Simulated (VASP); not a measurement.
Here is a VASP 6.6.1 calculation.

The input INCAR:

```
ALGO     = Normal         # electronic algorithm
EDIFF    = 1E-6           # SCF threshold, eV
ENCUT    = 520            # plane-wave cutoff, eV
GGA      = PE             # functional
ISIF     = 2              # what is computed and relaxed
ISMEAR   = -1             # smearing method
LASPH    = T              # aspherical terms in the spheres
LCHARG   = F              # write CHGCAR
LREAL    = F              # projectors in reciprocal space
LWAVE    = F              # write WAVECAR
NBANDS   = 17             # bands
NELM     = 60             # most SCF steps
PREC     = Accurate       # precision mode
SIGMA    = 0.06122561905347299 # smearing width, eV
```

File KPOINTS:

```
k-points
0
Gamma
  37 37 37
```

POSCAR

```
SnO
1.0
    0.0000000000      2.5069309939      2.5069309939
    2.5069309939      0.0000000000      2.5069309939
    2.5069309939      2.5069309939      0.0000000000
Sn O
1 1
Direct
    0.0000000000      0.0000000000      0.0000000000
    0.5000000000      0.5000000000      0.5000000000
```

Potentials or basis: VASP PAW PBE potentials, release 64 (Sn_d, O).

Command:

```sh
$ cat potpaw_PBE.64/Sn_d/POTCAR potpaw_PBE.64/O/POTCAR > POTCAR
$ mpirun -np 1 vasp_std > vasp.out
```

(1) Estimate the band gap on the k mesh.

(2) What does it give for the pressure?

Results:

(1) 0.06 eV.

(2) 6.5 GPa.

Caveat: the cell stands under pressure; semilocal functionals underestimate gaps, and a narrow one can read as zero; spin-orbit coupling is left out, which moves the levels of the heavy elements; an odd mesh through Γ misses points on the zone boundary, where band edges can lie.
